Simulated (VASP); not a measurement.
## KRb2: relaxation of cell and atoms with PBE

Crystal: KRb2.

```
K Rb
1.0
    -3.16375    3.16375    3.58501
     3.16375   -3.16375    3.58501
     3.16375    3.16375   -3.58501
K Rb
1 2
Direct
  0.50000 0.50000 0.00000
  0.75000 0.25000 0.50000
  0.25000 0.75000 0.50000
```

The cell was generated, and may not be a known phase.

```yaml
Program: VASP 6.6.1
Task: relaxation of cell and atoms
Functional: PBE
Potentials_or_basis: VASP PAW PBE potentials, release 64 (K_sv, Rb_sv)
Cutoff: 600 eV
k_mesh: 4 × 4 × 4
Occupations: gaussian, width 0.1 eV
Spin: no spin polarisation
Dipole_correction: no
Further_INCAR_settings: ALGO = Normal; EDIFF = 1e-06; IBRION = 2; EDIFFG = -0.04; NSW = 90; ISIF = 3
```

* Relaxed volume: 103.30 Å³/atom
* Relaxed cell: a = 7.452 Å, b = 7.452 Å, c = 7.452 Å, α = 115.25°, β = 115.25°, γ = 98.44°
* Space group after relaxing (to 0.1 Å): I4/mmm (No. 139)
* Energy gained by relaxing: 559.7 meV/atom
* Ionic steps: 8
* Pressure after relaxing: 0.0 GPa
* Band gap on the k mesh: zero (an odd number of electrons rules out a gap without spin polarisation)

Stress tensor (GPa, compression positive):
```
-0.06  0.00  0.00
 0.00 -0.06  0.00
 0.00  0.00  0.03
```

Step by step:
```
step  energy change (eV)  largest force (eV/Å)  pressure (GPa)  volume (Å³)
   1              0.0000                0.0000            5.45       143.53
   2             -0.9170                0.0000            2.79       180.06
   3             -1.6128                0.0000            0.46       260.63
   4             -1.6670                0.0000            0.12       290.89
   5             -1.6733                0.0000            0.00       306.59
   6             -1.6730                0.0000           -0.03       310.72
   7             -1.6750                0.0000           -0.03       310.54
   8             -1.6792                0.0000           -0.03       309.91
```

Final structure:
```yaml
crystal:
  lattice:
    - [-3.98975, 3.98975, 4.86719]
    - [3.98975, -3.98975, 4.86719]
    - [3.98975, 3.98975, -4.86719]
  atoms:
    - { symbol: K, position: [0.50000, 0.50000, 0.00000] }
    - { symbol: Rb, position: [0.75000, 0.25000, 0.50000] }
    - { symbol: Rb, position: [0.25000, 0.75000, 0.50000] }
```

Levels at points of the mesh, in eV from the Fermi level:
| k point | band 11 | band 12 | band 13 | band 14 | band 15 | band 16 | band 17 |
| --- | --- | --- | --- | --- | --- | --- | --- |
| (0.00, 0.00, 0.00) | -13.09 | -13.06 | -1.78 | 1.41 | 1.41 | 1.60 | 1.70 |
| (0.50, 0.00, 0.00) | -13.09 | -13.09 | -0.82 | -0.47 | 1.30 | 1.42 | 1.55 |
| (0.50, 0.50, 0.00) | -13.08 | -13.06 | -0.60 | -0.37 | 0.83 | 0.90 | 1.23 |
| (0.50, 0.50, 0.50) | -13.08 | -13.06 | -0.12 | -0.09 | 0.47 | 0.75 | 0.86 |

Wall time 6.3 min on 1 thread of Oxide Virtual Turin-like Processor, on a shared host, peak memory 0.31 GiB.

Caveat: the volume moved by over 15 % at a fixed basis, so the end points are rough.
